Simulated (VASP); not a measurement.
# Ge (Fm-3m) in VASP: notebook

The runs below take Ge through single point, with r2SCAN.

Program: VASP 6.6.1. These are calculated values, not measurements. Logs are shortened: lines on timing, memory, paths and dates and some standing lists are left out, and cuts for length are marked.

### Step 1. The cell of the first run

The structure is cubic, space group Fm-3m (No. 225). Conventional cell: a = 4.175 Å, b = 4.175 Å, c = 4.175 Å, α = 90.00°, β = 90.00°, γ = 90.00°. Ge (site symmetry m-3m) has 12 Ge at 2.95 Å within 3.9 Å.

### Step 2. Single point, r2SCAN (volume scaled by 0.96)

The input, POSCAR:

```
Ge
1.0
    0.0000000000      2.0876356486      2.0876356486
    2.0876356486      0.0000000000      2.0876356486
    2.0876356486      2.0876356486      0.0000000000
Ge
1
Direct
    0.0000000000      0.0000000000      0.0000000000
```

The input, INCAR.step1:

```
  ALGO = Normal
  EDIFF = 1E-4
  ENCUT = 520
  GGA = PE
  ISMEAR = -1
  LASPH = T
  LCHARG = F
  LREAL = F
  LWAVE = T
  NBANDS = 13
  NELM = 60
  PREC = Accurate
  SIGMA = 0.1
```

The input, INCAR.step2:

```
  ALGO = Normal
  EDIFF = 1E-6
  ENCUT = 520
  ISIF = 2
  ISMEAR = -1
  ISTART = 1
  LASPH = T
  LCHARG = F
  LMIXTAU = T
  LREAL = F
  LWAVE = F
  METAGGA = R2SCAN
  NBANDS = 13
  NELM = 60
  PREC = Accurate
  SIGMA = 0.1
```

The input, KPOINTS:

```
k-points
0
Gamma
  14 14 14
```

Potentials or basis: VASP PAW PBE potentials, release 64 (Ge_d).

Started as:

```
> cat potpaw_PBE.64/Ge_d/POTCAR > POTCAR
> cp INCAR.step1 INCAR
> mpirun -np 1 vasp_std > vasp.out
> cp INCAR.step2 INCAR
> mpirun -np 1 vasp_std > vasp.out
```

OUTCAR:

```text
EDIFF = 1E-6
   ENCUT = 520
   ISIF = 2
   ISMEAR = -1
   ISTART = 1
   LASPH = T
   LREAL = F
   METAGGA = R2SCAN
   NELM = 60
   PREC = Accurate

 ion  position               nearest neighbor table
   1  0.000  0.000  0.000-

  LATTYP: Found a face centered cubic cell.
 ALAT       =     4.1752712972

  Lattice vectors:

 A1 = (   0.0000000000,   2.0876356486,   2.0876356486)
 A2 = (   2.0876356486,   0.0000000000,   2.0876356486)
 A3 = (   2.0876356486,   2.0876356486,   0.0000000000)

Analysis of symmetry for initial positions (statically):
[... 33 lines left out ...]
                                     Primitive cell

  volume of cell :      18.1968

  direct lattice vectors                    reciprocal lattice vectors
     0.000000000  2.087635649  2.087635649    -0.239505395  0.239505395  0.239505395
     2.087635649  0.000000000  2.087635649     0.239505395 -0.239505395  0.239505395
     2.087635649  2.087635649  0.000000000     0.239505395  0.239505395 -0.239505395

  length of vectors
     2.952362648  2.952362648  2.952362648     0.414835512  0.414835512  0.414835512

  position of ions in fractional coordinates (direct lattice)
     0.000000000  0.000000000  0.000000000

  ion indices of the primitive-cell ions
   primitive index   ion index
                 1           1

----------------------------------------------------------------------------------------

 KPOINTS: k-points

Automatic generation of k-mesh.
 Grid dimensions read from file:
 generate k-points for:   14   14   14

 Generating k-lattice:

  Cartesian coordinates                     Fractional coordinates (reciprocal lattice)
    -0.017107528  0.017107528  0.017107528     0.071428571  0.000000000  0.000000000
     0.017107528 -0.017107528  0.017107528     0.000000000  0.071428571  0.000000000
     0.017107528  0.017107528 -0.017107528     0.000000000  0.000000000  0.071428571

  Length of vectors
     0.029631108  0.029631108  0.029631108

  Shift w.r.t. Gamma in fractional coordinates (k-lattice)
     0.000000000  0.000000000  0.000000000

 Subroutine IBZKPT returns following result:
 ===========================================

 Found    104 irreducible k-points:

 Following reciprocal coordinates:
            Coordinates               Weight
  0.000000  0.000000  0.000000      1.000000
  0.071429  0.000000  0.000000      8.000000
  0.142857  0.000000  0.000000      8.000000
  0.214286  0.000000  0.000000      8.000000
  0.285714  0.000000  0.000000      8.000000
  0.357143  0.000000  0.000000      8.000000
[... 16 lines left out ...]
  0.214286  0.142857  0.000000     24.000000
  0.285714  0.142857  0.000000     24.000000
 [... further k-points ...]
   k-points           NKPTS =    104   k-points in BZ     NKDIM =    104   number of bands    NBANDS=     13
   number of dos      NEDOS =    301   number of ions     NIONS =      1
   total plane-waves  NPLWV =  13824
   dimension x,y,z NGX =    24 NGY =   24 NGZ =   24
   dimension x,y,z NGXF=    48 NGYF=   48 NGZF=   48
   ions per type =               1
   NGX,Y,Z   is equivalent  to a cutoff of  13.51, 13.51, 13.51 a.u.
   NGXF,Y,Z  is equivalent  to a cutoff of  27.03, 27.03, 27.03 a.u.
 SYSTEM =  unknown system
   PREC   = accura    normal or accurate (medium, high low for compatibility)
   ISTART =      1    job   : 0-new  1-cont  2-samecut
   ICHARG =      0    charge: 1-file 2-atom 10-const
   ISPIN  =      1    spin polarized calculation?
   LNONCOLLINEAR =      F non collinear calculations
   LSORBIT =      F    spin-orbit coupling
   LASPH  =      T    aspherical Exc in radial PAW
   ENCUT  =  520.0 eV  38.22 Ry    6.18 a.u.   5.49  5.49  5.49*2*pi/ulx,y,z
   NELM   =     60;   NELMIN=  2; NELMDL=  0     # of ELM steps
   EDIFF  = 0.1E-05   stopping-criterion for ELM
   LREAL  =      F    real-space projection
   EDIFFG = 0.1E-04   stopping-criterion for IOM
   NSW    =      0    number of steps for IOM
   IBRION =     -1    ionic relax: 0-MD 1-quasi-New 2-CG
   NFREE  =      0    steps in history (QN), initial steepest desc. (CG)
   ISIF   =      2    stress and relaxation
   ISYM   =      2    0-nonsym 1-usesym 2-fastsym
   POTIM  = 0.5000    time-step for ionic-motion
   TEBEG  =    0.0;   TEEND  =   0.0 temperature during run
   PSTRESS=    0.0 pullay stress
   NELECT =      14.0000    total number of electrons
   NUPDOWN=      -1.0000    fix difference up-down
   EMIN   =  10.00;   EMAX   =-10.00  energy-range for DOS
   EFERMI =   0.00;   METHOD = LEGACY
   ISMEAR =    -1;   SIGMA  =   0.10  broadening in eV -4-tet -1-fermi 0-gaus
   EFERMI_NEDOS =   21; number of points for ismear=-14 and -15
   IALGO  =     38    algorithm
   IMIX   =      4    mixing-type and parameters
     AMIX     =   0.40;   BMIX     =  1.00
     AMIX_MAG =   1.60;   BMIX_MAG =  1.00
  volume/ion in A,a.u.               =      18.20       122.80
  Fermi-wavevector in a.u.,A,eV,Ry     =   1.500097  2.834773 30.617086  2.250292
  Thomas-Fermi vector in A             =   2.611642
   LORBIT       =      0    0 simple, 1 ext, 2 COOP (PROOUT), +10 PAW based schemes
   METAGGA = R2SCAN    functional components
   LHFCALC =     F    Hartree Fock is set to
   AEXX    =    0.0000 exact exchange contribution
   IVDW    =     0    specifies the selected vdW correction
   LEPSILON=     F    determine dielectric tensor
   LRPA    =     F    only Hartree local field effects (RPA)
 non-spin polarized calculation
  energy-cutoff  :      520.00
  volume of cell :       18.20
 maximum number of plane-waves:       531
 NGX is ok and might be reduce to    24
   NGX = 11   NGY = 11   NGZ = 11

 number of electron      13.9999988 magnetization

 Free energy of the ion-electron system (eV)
  ---------------------------------------------------
  ext. energy  EPLUGINS =         0.00000000
  ---------------------------------------------------
  free energy    TOTEN  =       -13.28959294 eV

  energy without entropy =      -13.27193360  energy(sigma->0) =      -13.28076327

 E-fermi :   7.1904     XC(G=0): -12.6774

 val. band max:        7.1759871691   @ k =  -0.4286   0.4286   0.0714
 cond. band min:       7.2190109941   @ k =  -0.4286   0.4286   0.1429
 fundamental gap:      0.0430238251
 Fermi energy:         7.1904060476

 k-point     1 :       0.0000    0.0000    0.0000
  band No.  band energies     occupation
      1     -18.4044      2.00000
      2     -18.4044      2.00000
      3     -18.4044      2.00000
      4     -18.3447      2.00000
      5     -18.3447      2.00000
      6      -7.1130      2.00000
      7      16.9855      0.00000
      8      16.9857      0.00000
      9      16.9857      0.00000
     10      22.0975      0.00000
     11      22.0975      0.00000
     12      22.0975      0.00000
     13      23.2009      0.00000

 k-point     2 :       0.0714    0.0000    0.0000
  band No.  band energies     occupation
      1     -18.4044      2.00000
      2     -18.4012      2.00000
      3     -18.4012      2.00000
      4     -18.3449      2.00000
      5     -18.3449      2.00000
      6      -6.9743      2.00000
      7      15.5787      0.00000
      8      16.7525      0.00000
      9      16.7527      0.00000
     10      21.2920      0.00000
     11      22.4980      0.00000
     12      22.4981      0.00000
     13      25.1923      0.00000

 k-point     3 :       0.1429    0.0000    0.0000
  band No.  band energies     occupation
      1     -18.4047      2.00000
      2     -18.3939      2.00000
      3     -18.3939      2.00000
      4     -18.3437      2.00000
      5     -18.3437      2.00000
      6      -6.5579      2.00000
      7      12.8166      0.00000
      8      16.2360      0.00000
      9      16.2362      0.00000
     10      20.7646      0.00000
     11      23.3254      0.00000
     12      23.3254      0.00000
     13      26.4753      0.00000

 k-point     4 :       0.2143    0.0000    0.0000
  band No.  band energies     occupation
      1     -18.4056      2.00000
      2     -18.3891      2.00000
      3     -18.3890      2.00000
      4     -18.3364      2.00000
      5     -18.3364      2.00000
      6      -5.8641      2.00000
      7       9.8857      0.00000
      8      15.6883      0.00000
      9      15.6884      0.00000
     10      20.4301      0.00000
     11      23.2761      0.00000
     12      23.2761      0.00000
     13      25.6898      0.00000

 k-point     5 :       0.2857    0.0000    0.0000
  band No.  band energies     occupation
      1     -18.4074      2.00000
      2     -18.3903      2.00000
      3     -18.3903      2.00000
      4     -18.3215      2.00000
      5     -18.3215      2.00000
      6      -4.8962      2.00000
      7       7.0872      1.47452
      8      15.2316      0.00000
      9      15.2317      0.00000
     10      20.2567      0.00000
     11      22.3160      0.00000
     12      22.3161      0.00000
     13      24.4000      0.00000

 k-point     6 :       0.3571    0.0000    0.0000
  band No.  band energies     occupation
      1     -18.4095      2.00000
      2     -18.3945      2.00000
      3     -18.3945      2.00000
      4     -18.3050      2.00000
      5     -18.3050      2.00000
      6      -3.6683      2.00000
      7       4.5216      2.00000
      8      14.9059      0.00000
      9      14.9061      0.00000
     10      20.2458      0.00000
     11      21.4389      0.00000
     12      21.4389      0.00000
     13      23.3016      0.00000

 k-point     7 :       0.4286    0.0000    0.0000
  band No.  band energies     occupation
      1     -18.4112      2.00000
      2     -18.3982      2.00000
      3     -18.3982      2.00000
      4     -18.2927      2.00000
      5     -18.2927      2.00000
      6      -2.2451      2.00000
      7       2.2865      2.00000
      8      14.7157      0.00000
      9      14.7159      0.00000
     10      20.3563      0.00000
     11      20.8731      0.00000
     12      20.8731      0.00000
     13      22.5101      0.00000
[... 193 lines left out ...]
 k-point    20 :      -0.1429    0.0714    0.0000
  band No.  band energies     occupation
      1     -18.4063      2.00000
      2     -18.3891      2.00000
      3     -18.3880      2.00000
      4     -18.3497      2.00000
      5     -18.3352      2.00000
      6      -6.2340      2.00000
      7      11.9099      0.00000
      8      14.1544      0.00000
      9      16.8117      0.00000
     10      21.1376      0.00000
     11      22.8938      0.00000
     12      23.8555      0.00000
     13      24.8232      0.00000

 k-point    21 :      -0.0714    0.0714    0.0000
  band No.  band energies     occupation
      1     -18.4058      2.00000
      2     -18.3973      2.00000
      3     -18.3942      2.00000
      4     -18.3483      2.00000
      5     -18.3415      2.00000
      6      -6.7429      2.00000
      7      14.5443      0.00000
      8      15.0690      0.00000
      9      17.0423      0.00000
     10      21.0992      0.00000
     11      22.4281      0.00000
     12      23.5466      0.00000
     13      26.1121      0.00000

 k-point    22 :       0.1429    0.1429    0.0000
  band No.  band energies     occupation
      1     -18.4178      2.00000
      2     -18.3806      2.00000
      3     -18.3806      2.00000
      4     -18.3586      2.00000
      5     -18.3349      2.00000
      6      -6.3728      2.00000
      7      14.4635      0.00000
      8      14.4636      0.00000
      9      14.8555      0.00000
     10      18.4180      0.00000
     11      21.9614      0.00000
     12      25.7013      0.00000
     13      25.7013      0.00000

 k-point    23 :       0.2143    0.1429    0.0000
  band No.  band energies     occupation
      1     -18.4218      2.00000
      2     -18.3739      2.00000
      3     -18.3708      2.00000
      4     -18.3604      2.00000
      5     -18.3282      2.00000
      6      -5.8638      2.00000
      7      12.0853      0.00000
      8      13.7344      0.00000
      9      14.6379      0.00000
     10      18.3488      0.00000
     11      20.5766      0.00000
     12      26.0933      0.00000
     13      26.7270      0.00000

 k-point    24 :       0.2857    0.1429    0.0000
  band No.  band energies     occupation
      1     -18.4218      2.00000
      2     -18.3794      2.00000
      3     -18.3674      2.00000
      4     -18.3487      2.00000
      5     -18.3154      2.00000
      6      -5.0786      2.00000
      7       9.3025      0.00000
      8      13.2186      0.00000
      9      13.9322      0.00000
     10      18.3272      0.00000
     11      20.8080      0.00000
     12      25.9168      0.00000
     13      26.2376      0.00000

 [... further k-points ...]
[... 5 lines left out ...]
  --------------------------------------------------------------------------------------
  -------------------------------------------------------------------------------------
  Total        0.3696696      0.3696696      0.3696696      0.0000000      0.0000000     -0.0000000
  in kB       32.5484447     32.5484447     32.5484447      0.0000000      0.0000000     -0.0000000
  external PRESSURE =      32.5484447 kB  Pullay stress =       0.0000000 kB

 VOLUME and BASIS-vectors are now :
 -----------------------------------------------------------------------------
  energy-cutoff  :      520.00
  volume of cell :       18.20
      direct lattice vectors                 reciprocal lattice vectors
     0.000000000  2.087635649  2.087635649    -0.239505395  0.239505395  0.239505395
     2.087635649  0.000000000  2.087635649     0.239505395 -0.239505395  0.239505395
     2.087635649  2.087635649  0.000000000     0.239505395  0.239505395 -0.239505395

 POSITION                                       TOTAL-FORCE (eV/Angst)
 -----------------------------------------------------------------------------------
      0.00000      0.00000      0.00000         0.000000      0.000000      0.000000
 -----------------------------------------------------------------------------------
    total drift:                               -0.000000      0.000000      0.000000

  FREE ENERGIE OF THE ION-ELECTRON SYSTEM (eV)
  ---------------------------------------------------
  free  energy   TOTEN  =       -13.2895929369 eV

  energy  without entropy=      -13.2719335965  energy(sigma->0) =      -13.28076327
```

It took 63 s on 1 thread of Intel Xeon Platinum 8259CL at 2.50GHz (Skylake/Cascade Lake), shared host; peak memory 0.16 GiB.

What came out:

| Property | Result |
| --- | --- |
| Free energy | -13.2896 eV |
| Pressure | 3.3 GPa |
| Band gap on the k mesh | zero (band 7 reaches 16.99 eV, above the bottom of band 8 at 4.57 eV) |

Caveat: the PAW data sets were made with another functional, which shifts forces and pressure a little.

(Continued in part 2 of 2.)
